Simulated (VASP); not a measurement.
Set up this calculation in VASP 6.6.1, as the native input.

```yaml
Task: single point
Functional: PBEsol
Potentials_or_basis: VASP PAW PBE potentials, release 64 (Zn, S)
Cutoff: 520 eV
k_mesh: 9 × 9 × 6
Occupations: gaussian, width 0.05 eV
Spin: no spin polarisation
Dipole_correction: no
Further_INCAR_settings: ALGO = Normal; EDIFF = 1e-07; NBANDS = 26
```

The structure of ZnS lies in POSCAR:

```
ZnS
1.0
    3.7814465092      0.0000000000      0.0000000000
   -1.8907232546      3.2748287400      0.0000000000
    0.0000000000      0.0000000000      6.2087146531
Zn S
2 2
Direct
    0.3333333333      0.6666666667     -0.0066373471
    0.6666666667      0.3333333333      0.4933626529
    0.3333333333      0.6666666667      0.3795575521
    0.6666666667      0.3333333333      0.8795575521
```

The input as run:

INCAR

```
PREC = Accurate ; ENCUT = 520
EDIFF = 1E-7 ; ISMEAR = 0
SIGMA = 0.05 ; LREAL = False
LASPH = True ; NELM = 100
ALGO = Normal ; ISIF = 2
LWAVE = False ; LCHARG = False
GGA = PS ; NBANDS = 26
```

KPOINTS

```
regular mesh
0
Gamma
  9 9 6
```

Potentials or basis: VASP PAW PBE potentials, release 64 (Zn, S).

The run is started by

```console
$ cat potpaw_PBE.64/Zn/POTCAR potpaw_PBE.64/S/POTCAR > POTCAR
$ mpirun -np 1 vasp_std > vasp.out
```

Results of the run:

* Pressure: 0.5 GPa
* Largest force: 0.384 eV/Å
* Band gap on the k mesh: 2.21 eV, direct

Caveat: the PAW data sets were made with another functional, which shifts forces and pressure a little.

It took 71 s on 1 thread of Intel(R) Xeon(R) Platinum 8259CL CPU @ 2.50GHz (Skylake/Cascade Lake), on a shared host, peak memory 0.23 GiB.
